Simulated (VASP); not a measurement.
EuS:

```
CELL_PARAMETERS angstrom
0.00000 2.97850 2.97850
2.97850 0.00000 2.97850
2.97850 2.97850 0.00000
ATOMIC_POSITIONS crystal
Eu 0.00000 0.00000 0.00000
S 0.50000 0.50000 0.50000
```

| Item | Value |
| --- | --- |
| Program | VASP 6.6.1 |
| Task | relaxation of cell and atoms |
| Functional | BLYP |
| Dispersion | D3(BJ) |
| Potentials or basis | VASP PAW PBE potentials, release 64 (Eu, S) |
| Cutoff | 600 eV |
| k mesh | 8 × 8 × 8 |
| Occupations | fermi-dirac, width 0.05 eV |
| Spin | collinear spin, ferromagnetic start |
| Starting moments | [7.0, 0.0] μB |

At the start: pressure -4.2 GPa; volume 26.42 Å³/atom.

Question: Where does the relaxation end?

Answer: Over 3 steps the energy falls by 32.3 meV/atom and the volume is 24.15 Å³/atom (-8.6 %); space group Fm-3m (No. 225, to 0.1 Å) before and after; moment 6.94 μB per cell.

Step by step:
| step | energy change (eV) | largest force (eV/Å) | pressure (GPa) | volume (Å³) |
| --- | --- | --- | --- | --- |
| 1 | 0.0000 | 0.0000 | -4.22 | 52.85 |
| 2 | -0.0631 | 0.0000 | 0.72 | 47.70 |
| 3 | -0.0645 | 0.0000 | 0.03 | 48.29 |

Final structure:
```cif
data_structure
_symmetry_space_group_name_H-M 'P 1'
_symmetry_Int_Tables_number 1
_cell_length_a 4.0875
_cell_length_b 4.0875
_cell_length_c 4.0875
_cell_angle_alpha 60.000
_cell_angle_beta 60.000
_cell_angle_gamma 60.000
_cell_volume 48.29
loop_
_atom_site_label
_atom_site_type_symbol
_atom_site_fract_x
_atom_site_fract_y
_atom_site_fract_z
_atom_site_occupancy
Eu1 Eu 0.00000 0.00000 0.00000 1
S1 S 0.50000 0.50000 0.50000 1
```

Caveat: the PAW data sets were made with another functional, which shifts forces and pressure a little; a cell with one magnetic atom can't hold antiferromagnetic order, which such compounds often take; semilocal functionals describe open f shells poorly, which spoils levels, moments and volumes.
